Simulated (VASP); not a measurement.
Here is a VASP 6.6.1 calculation.

File INCAR:

```
SYSTEM = Si
PREC     = Accurate       ! precision mode
ENCUT    = 520            ! plane-wave cutoff, eV
EDIFF    = 1E-6           ! SCF threshold, eV
ISMEAR   = -1             ! smearing method
SIGMA    = 0.05           ! smearing width, eV
LREAL    = .False.        ! projectors in reciprocal space
LASPH    = .True.         ! aspherical terms in the spheres
NELM     = 80             ! most SCF steps
ALGO     = Normal         ! electronic algorithm
ISIF     = 2              ! what is computed and relaxed
LWAVE    = .False.        ! write WAVECAR
LCHARG   = .False.        ! write CHGCAR
GGA      = PE             ! functional
NBANDS   = 11             ! bands
```

File KPOINTS:

```
Automatic mesh
0
Gamma
  10 10 6
  0 0 0
```

POSCAR

```
Si
1.0
    2.5890780525      0.0000000000      0.0000000000
   -1.2945390263      2.2422073659      0.0000000000
    0.0000000000      0.0000000000      4.3430045012
Si
2
Direct
    0.3333333333      0.6666666667      0.2500000000
    0.6666666667      0.3333333333      0.7500000000
```

Potentials or basis: VASP PAW PBE potentials, release 64 (Si).

Command:

```console
$ cat potpaw_PBE.64/Si/POTCAR > POTCAR
$ mpirun -np 1 vasp_std > vasp.out
```

Q: What does it give for the pressure?

A: 14.9 GPa.

Q: Estimate the band gap on the k mesh.

A: Zero (band 4 reaches 21.83 eV, above the bottom of band 5 at 8.94 eV).
